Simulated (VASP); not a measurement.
# Cd (Pm-3m) in VASP: a series of runs

Cd is run at these levels: RPBE; tasks: single point.

Everything below comes from runs of VASP 6.6.1. Logs are shortened: lines on timing, memory, paths and dates and some standing lists are left out, and cuts for length are marked.

## 1. The cell of the first run

It takes space group Pm-3m (No. 221, cubic). Conventional cell: a = 2.939 Å, b = 2.939 Å, c = 2.939 Å, α = 90.00°, β = 90.00°, γ = 90.00°. Within 3.9 Å of Cd (site symmetry m-3m) lie 6 Cd at 2.94 Å.

## 2. Single point, RPBE (volume scaled by 0.88)

INCAR reads:

```
ALGO = Normal ; EDIFF = 1E-7
ENCUT = 520 ; GGA = RP
ISIF = 2 ; ISMEAR = -1
LASPH = T ; LCHARG = F
LREAL = F ; LWAVE = F
NBANDS = 12 ; NELM = 60
PREC = Accurate ; SIGMA = 0.1
```

KPOINTS reads:

```
k-points
0
Gamma
  12 12 12
```

POSCAR reads:

```
Cd
1.0
    2.9389141581      0.0000000000      0.0000000000
    0.0000000000      2.9389141581      0.0000000000
    0.0000000000      0.0000000000      2.9389141581
Cd
1
Direct
    0.0000000000      0.0000000000      0.0000000000
```

Potentials or basis: VASP PAW PBE potentials, release 64 (Cd).

On the command line:

```console
$ cat potpaw_PBE.64/Cd/POTCAR > POTCAR
$ mpirun -np 1 vasp_std > vasp.out
```

OUTCAR:

```text
EDIFF = 1E-7
   ENCUT = 520
   GGA = RP
   ISIF = 2
   ISMEAR = -1
   LASPH = T
   LREAL = F
   NELM = 60
   PREC = Accurate

 ion  position               nearest neighbor table
   1  0.000  0.000  0.000-

  LATTYP: Found a simple cubic cell.
 ALAT       =     2.9389141581

  Lattice vectors:

 A1 = (   2.9389141581,   0.0000000000,   0.0000000000)
 A2 = (   0.0000000000,   2.9389141581,   0.0000000000)
 A3 = (   0.0000000000,   0.0000000000,   2.9389141581)

Analysis of symmetry for initial positions (statically):
=====================================================================
 Subroutine PRICEL returns:
 Original cell was already a primitive cell.

 Routine SETGRP: Setting up the symmetry group for a
 simple cubic supercell.

 Subroutine GETGRP returns: Found 48 space group operations
 (whereof 48 operations were pure point group operations)
 out of a pool of 48 trial point group operations.

The static configuration has the point symmetry O_h .

Analysis of symmetry for dynamics (positions and initial velocities):
=====================================================================
 Subroutine PRICEL returns:
 Original cell was already a primitive cell.

 Routine SETGRP: Setting up the symmetry group for a
 simple cubic supercell.

 Subroutine GETGRP returns: Found 48 space group operations
 (whereof 48 operations were pure point group operations)
 out of a pool of 48 trial point group operations.

The dynamic configuration has the point symmetry O_h .

 Subroutine INISYM returns: Found 48 space group operations
 (whereof 48 operations are pure point group operations),
 and found     1 'primitive' translations

----------------------------------------------------------------------------------------

                                     Primitive cell

  volume of cell :      25.3840

  direct lattice vectors                    reciprocal lattice vectors
     2.938914158  0.000000000  0.000000000     0.340261725  0.000000000  0.000000000
     0.000000000  2.938914158  0.000000000     0.000000000  0.340261725  0.000000000
     0.000000000  0.000000000  2.938914158     0.000000000  0.000000000  0.340261725

  length of vectors
     2.938914158  2.938914158  2.938914158     0.340261725  0.340261725  0.340261725

  position of ions in fractional coordinates (direct lattice)
     0.000000000  0.000000000  0.000000000

  ion indices of the primitive-cell ions
   primitive index   ion index
                 1           1

----------------------------------------------------------------------------------------

 KPOINTS: k-points

Automatic generation of k-mesh.
 Grid dimensions read from file:
 generate k-points for:   12   12   12

 Generating k-lattice:

  Cartesian coordinates                     Fractional coordinates (reciprocal lattice)
     0.028355144  0.000000000  0.000000000     0.083333333  0.000000000  0.000000000
     0.000000000  0.028355144  0.000000000     0.000000000  0.083333333  0.000000000
     0.000000000  0.000000000  0.028355144     0.000000000  0.000000000  0.083333333

  Length of vectors
     0.028355144  0.028355144  0.028355144

  Shift w.r.t. Gamma in fractional coordinates (k-lattice)
     0.000000000  0.000000000  0.000000000

 Subroutine IBZKPT returns following result:
 ===========================================

 Found     84 irreducible k-points:

 Following reciprocal coordinates:
            Coordinates               Weight
  0.000000  0.000000  0.000000      1.000000
  0.083333  0.000000  0.000000      6.000000
  0.166667  0.000000  0.000000      6.000000
  0.250000  0.000000  0.000000      6.000000
  0.333333  0.000000  0.000000      6.000000
  0.416667  0.000000  0.000000      6.000000
[... 16 lines left out ...]
  0.333333  0.333333  0.000000     12.000000
  0.416667  0.333333  0.000000     24.000000
 [... further k-points ...]
   k-points           NKPTS =     84   k-points in BZ     NKDIM =     84   number of bands    NBANDS=     12
   number of dos      NEDOS =    301   number of ions     NIONS =      1
   total plane-waves  NPLWV =  13824
   dimension x,y,z NGX =    24 NGY =   24 NGZ =   24
   dimension x,y,z NGXF=    48 NGYF=   48 NGZF=   48
   ions per type =               1
   NGX,Y,Z   is equivalent  to a cutoff of  13.58, 13.58, 13.58 a.u.
   NGXF,Y,Z  is equivalent  to a cutoff of  27.15, 27.15, 27.15 a.u.
 SYSTEM =  unknown system
   PREC   = accura    normal or accurate (medium, high low for compatibility)
   ISTART =      0    job   : 0-new  1-cont  2-samecut
   ICHARG =      2    charge: 1-file 2-atom 10-const
   ISPIN  =      1    spin polarized calculation?
   LNONCOLLINEAR =      F non collinear calculations
   LSORBIT =      F    spin-orbit coupling
   LASPH  =      T    aspherical Exc in radial PAW
   ENCUT  =  520.0 eV  38.22 Ry    6.18 a.u.   5.46  5.46  5.46*2*pi/ulx,y,z
   NELM   =     60;   NELMIN=  2; NELMDL= -5     # of ELM steps
   EDIFF  = 0.1E-06   stopping-criterion for ELM
   LREAL  =      F    real-space projection
   EDIFFG = 0.1E-05   stopping-criterion for IOM
   NSW    =      0    number of steps for IOM
   IBRION =     -1    ionic relax: 0-MD 1-quasi-New 2-CG
   NFREE  =      0    steps in history (QN), initial steepest desc. (CG)
   ISIF   =      2    stress and relaxation
   ISYM   =      2    0-nonsym 1-usesym 2-fastsym
   POTIM  = 0.5000    time-step for ionic-motion
   TEBEG  =    0.0;   TEEND  =   0.0 temperature during run
   PSTRESS=    0.0 pullay stress
   NELECT =      12.0000    total number of electrons
   NUPDOWN=      -1.0000    fix difference up-down
   EMIN   =  10.00;   EMAX   =-10.00  energy-range for DOS
   EFERMI =   0.00;   METHOD = LEGACY
   ISMEAR =    -1;   SIGMA  =   0.10  broadening in eV -4-tet -1-fermi 0-gaus
   EFERMI_NEDOS =   21; number of points for ismear=-14 and -15
   IALGO  =     38    algorithm
   IMIX   =      4    mixing-type and parameters
     AMIX     =   0.40;   BMIX     =  1.00
     AMIX_MAG =   1.60;   BMIX_MAG =  1.00
  volume/ion in A,a.u.               =      25.38       171.30
  Fermi-wavevector in a.u.,A,eV,Ry     =   1.275308  2.409982 22.128651  1.626410
  Thomas-Fermi vector in A             =   2.408027
   LORBIT       =      0    0 simple, 1 ext, 2 COOP (PROOUT), +10 PAW based schemes
   GGA     = RP    functional components
   LHFCALC =     F    Hartree Fock is set to
   AEXX    =    0.0000 exact exchange contribution
   IVDW    =     0    specifies the selected vdW correction
   LEPSILON=     F    determine dielectric tensor
   LRPA    =     F    only Hartree local field effects (RPA)
 non-spin polarized calculation
  energy-cutoff  :      520.00
  volume of cell :       25.38
 maximum number of plane-waves:       715
 NGX is ok and might be reduce to    24
   NGX = 11   NGY = 11   NGZ = 11

 number of electron      12.0000000 magnetization

 Free energy of the ion-electron system (eV)
  ---------------------------------------------------
  ext. energy  EPLUGINS =         0.00000000
  ---------------------------------------------------
  free energy    TOTEN  =        -0.21665959 eV

  energy without entropy =       -0.20027991  energy(sigma->0) =       -0.20846975

 E-fermi :   1.9379     XC(G=0):  -9.9923

 val. band max:        1.8976138181   @ k =   0.5000   0.3333   0.0000
 cond. band min:       1.9718800863   @ k =   0.5000   0.3333   0.2500
 fundamental gap:      0.0742662682
 Fermi energy:         1.9378558814

 k-point     1 :       0.0000    0.0000    0.0000
  band No.  band energies     occupation
      1      -7.7706      2.00000
      2      -7.7706      2.00000
      3      -6.3151      2.00000
      4      -6.3151      2.00000
      5      -6.3151      2.00000
      6      -5.8216      2.00000
      7      12.0340      0.00000
      8      12.0340      0.00000
      9      12.0340      0.00000
     10      15.5600      0.00000
     11      15.5600      0.00000
     12      16.4276      0.00000

 k-point     2 :       0.0833    0.0000    0.0000
  band No.  band energies     occupation
      1      -7.7624      2.00000
      2      -7.7132      2.00000
      3      -6.3455      2.00000
      4      -6.3455      2.00000
      5      -6.3126      2.00000
      6      -5.6882      2.00000
      7      10.5003      0.00000
      8      12.2026      0.00000
      9      12.2026      0.00000
     10      15.6038      0.00000
     11      16.0760      0.00000
     12      17.6778      0.00000

 k-point     3 :       0.1667    0.0000    0.0000
  band No.  band energies     occupation
      1      -7.7398      2.00000
      2      -7.5668      2.00000
      3      -6.4273      2.00000
      4      -6.4273      2.00000
      5      -6.3056      2.00000
      6      -5.2720      2.00000
      7       8.0694      0.00000
      8      12.6945      0.00000
      9      12.6945      0.00000
     10      15.7352      0.00000
     11      16.2904      0.00000
     12      20.5777      0.00000
[... 286 lines left out ...]
 k-point    23 :       0.3333    0.3333    0.0000
  band No.  band energies     occupation
      1      -7.4064      2.00000
      2      -7.2136      2.00000
      3      -6.6056      2.00000
      4      -6.5897      2.00000
      5      -6.5095      2.00000
      6      -1.4024      2.00000
      7       4.6558      0.00000
      8       6.4081      0.00000
      9      12.1178      0.00000
     10      16.9806      0.00000
     11      17.8899      0.00000
     12      21.3783      0.00000

 k-point    24 :       0.4167    0.3333    0.0000
  band No.  band energies     occupation
      1      -7.3711      2.00000
      2      -7.3299      2.00000
      3      -6.6708      2.00000
      4      -6.5861      2.00000
      5      -6.3178      2.00000
      6      -0.1929      2.00000
      7       3.2098      0.00001
      8       6.8531      0.00000
      9      10.4521      0.00000
     10      18.1453      0.00000
     11      18.5006      0.00000
     12      20.7485      0.00000

 [... further k-points ...]
[... 5 lines left out ...]
  --------------------------------------------------------------------------------------
  -------------------------------------------------------------------------------------
  Total        0.7160054      0.7160054      0.7160054     -0.0000000      0.0000000     -0.0000000
  in kB       45.1924825     45.1924825     45.1924825     -0.0000000      0.0000000     -0.0000000
  external PRESSURE =      45.1924825 kB  Pullay stress =       0.0000000 kB

 VOLUME and BASIS-vectors are now :
 -----------------------------------------------------------------------------
  energy-cutoff  :      520.00
  volume of cell :       25.38
      direct lattice vectors                 reciprocal lattice vectors
     2.938914158  0.000000000  0.000000000     0.340261725  0.000000000  0.000000000
     0.000000000  2.938914158  0.000000000     0.000000000  0.340261725  0.000000000
     0.000000000  0.000000000  2.938914158     0.000000000  0.000000000  0.340261725

 POSITION                                       TOTAL-FORCE (eV/Angst)
 -----------------------------------------------------------------------------------
      0.00000      0.00000      0.00000         0.000000      0.000000      0.000000
 -----------------------------------------------------------------------------------
    total drift:                                0.000000      0.000000      0.000000

  FREE ENERGIE OF THE ION-ELECTRON SYSTEM (eV)
  ---------------------------------------------------
  free  energy   TOTEN  =        -0.2166595935 eV

  energy  without entropy=       -0.2002799062  energy(sigma->0) =       -0.20846975
```

It took 11 s on 1 thread of Intel Xeon Platinum 8259CL at 2.50GHz (Skylake/Cascade Lake), shared host; peak memory 0.15 GiB.

What came out:

```
Free energy            : -0.2167 eV
Pressure               : 4.5 GPa
Band gap on the k mesh : zero (band 6 reaches 6.59 eV, above the bottom of band 7 at -0.31 eV)
```

Levels at points of the mesh, in eV from the Fermi level:
| k point | band 4 | band 5 | band 6 | band 7 | band 8 | band 9 |
| --- | --- | --- | --- | --- | --- | --- |
| (0.00, 0.00, 0.00) | -8.25 | -8.25 | -7.76 | 10.10 | 10.10 | 10.10 |
| (0.50, 0.00, 0.00) | -8.69 | -8.21 | -2.68 | -2.25 | 14.09 | 14.09 |
| (0.50, 0.50, 0.00) | -8.62 | -7.86 | 1.17 | 1.17 | 2.03 | 5.70 |
| (0.50, 0.50, 0.50) | -7.83 | -7.83 | 4.66 | 4.66 | 4.66 | 7.78 |

Caveat: the PAW data sets were made with another functional, which shifts forces and pressure a little.

## 3. Single point, RPBE (volume scaled by 0.92)

INCAR reads:

```
  PREC = Accurate
  ENCUT = 520
  EDIFF = 1E-7
  ISMEAR = -1
  SIGMA = 0.1
  LREAL = F
  LASPH = T
  NELM = 60
  ALGO = Normal
  ISIF = 2
  LWAVE = F
  LCHARG = T
  GGA = RP
  LELF = T
  LVHAR = T
  NBANDS = 12
```

KPOINTS reads:

```
Automatic mesh
0
Gamma
  12 12 12
```

POSCAR reads:

```
Cd
1.0
    2.9827850164      0.0000000000      0.0000000000
    0.0000000000      2.9827850164      0.0000000000
    0.0000000000      0.0000000000      2.9827850164
Cd
1
Direct
    0.0000000000      0.0000000000      0.0000000000
```

Potentials or basis: VASP PAW PBE potentials, release 64 (Cd).

On the command line:

```console
$ cat potpaw_PBE.64/Cd/POTCAR > POTCAR
$ mpirun -np 1 vasp_std > vasp.out
```

It took 12 s on 1 thread of Intel Xeon Platinum 8259CL at 2.50GHz (Skylake/Cascade Lake), shared host; peak memory 0.15 GiB.

The run converged. Its results:

- Free energy: -0.2423 eV
- Pressure: 2.7 GPa
- Band gap on the k mesh: zero (band 6 reaches 6.20 eV, above the bottom of band 7 at -0.40 eV)

Levels at points of the mesh, in eV from the Fermi level:
| k point | band 2 | band 3 | band 4 | band 5 | band 6 | band 7 | band 8 | band 9 | band 10 | band 11 |
| --- | --- | --- | --- | --- | --- | --- | --- | --- | --- | --- |
| (0.00, 0.00, 0.00) | -9.56 | -8.23 | -8.23 | -8.23 | -7.49 | 9.83 | 9.83 | 9.83 | 13.25 | 13.25 |
| (0.50, 0.00, 0.00) | -8.91 | -8.62 | -8.62 | -8.20 | -2.70 | -2.08 | 13.62 | 13.62 | 14.50 | 15.01 |
| (0.50, 0.50, 0.00) | -9.13 | -8.56 | -8.56 | -7.87 | 1.20 | 1.20 | 1.78 | 5.61 | 17.89 | 17.89 |
| (0.50, 0.50, 0.50) | -9.18 | -9.18 | -7.84 | -7.84 | 4.52 | 4.52 | 4.52 | 7.21 | 8.39 | 9.34 |

Caveat: the PAW data sets were made with another functional, which shifts forces and pressure a little.

[end of part 1 of 2]
